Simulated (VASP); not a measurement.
Set up this calculation in VASP 6.6.1, as the native input.

```yaml
Task: single point
Functional: PBE
Potentials_or_basis: VASP PAW PBE potentials, release 64 (Si, C)
Cutoff: 520 eV
k_mesh: 16 × 16 × 3
Occupations: fermi-dirac, width 0.02 eV
Spin: no spin polarisation
Dipole_correction: no
Further_INCAR_settings: ALGO = Normal; EDIFF = 1e-07; NBANDS = 36
```

The structure of SiC lies in POSCAR:

```
SiC
1.0
    1.5389000000     -2.6675000000      0.0000000000
    1.5389000000      2.6675000000      0.0000000000
    0.0000000000      0.0000000000     15.5755570000
Si C
6 6
Direct
    0.1666599009      0.8333400991      0.8581268694
    0.8333400991      0.1666599009      0.3581268694
    0.5001133947      0.4998866053      0.5248364984
    0.4998866053      0.5001133947      0.0248364984
    0.8334322390      0.1665677610      0.6916318856
    0.1665677610      0.8334322390      0.1916318856
    0.5001663319      0.4998336681      0.6494078460
    0.4998336681      0.5001663319      0.1494078460
    0.1666183028      0.8333816972      0.9823134793
    0.8333816972      0.1666183028      0.4823134793
    0.8333921683      0.1666078317      0.8158234211
    0.1666078317      0.8333921683      0.3158234211
```

This cell differs from its parent crystal: z stretched by +3 %, then relaxed in part.

These files were run (other wordings do the same):

INCAR

```
SYSTEM = SiC
ALGO     = Normal         ! electronic algorithm
EDIFF    = 1E-7           ! SCF threshold, eV
ENCUT    = 520            ! plane-wave cutoff, eV
GGA      = PE             ! functional
ISIF     = 2              ! what is computed and relaxed
ISMEAR   = -1             ! smearing method
LASPH    = .TRUE.         ! aspherical terms in the spheres
LCHARG   = .FALSE.        ! write CHGCAR
LREAL    = .FALSE.        ! projectors in reciprocal space
LWAVE    = .FALSE.        ! write WAVECAR
NBANDS   = 36             ! bands
NELM     = 100            ! most SCF steps
PREC     = Accurate       ! precision mode
SIGMA    = 0.02           ! smearing width, eV
```

KPOINTS

```
k-points
0
G
  16 16 3
  0 0 0
```

Potentials or basis: VASP PAW PBE potentials, release 64 (Si, C).

The run is started by

```sh
$ cat potpaw_PBE.64/Si/POTCAR potpaw_PBE.64/C/POTCAR > POTCAR
$ mpirun -np 1 vasp_std > vasp.out
```

Results of the run:

```json
{
 "Pressure": "-3.0 GPa",
 "Band gap on the k mesh": "1.89 eV (least direct gap 3.07 eV)"
}
```

Caveat: the cell differs from its parent crystal (z stretched by +3 %, then relaxed in part); an odd mesh through Γ misses points on the zone boundary, where band edges can lie.

Wall time 6.2 min on 1 thread of AMD EPYC 9R45 96-Core Processor (Zen 5), with other jobs on the host, peak memory 0.54 GiB.
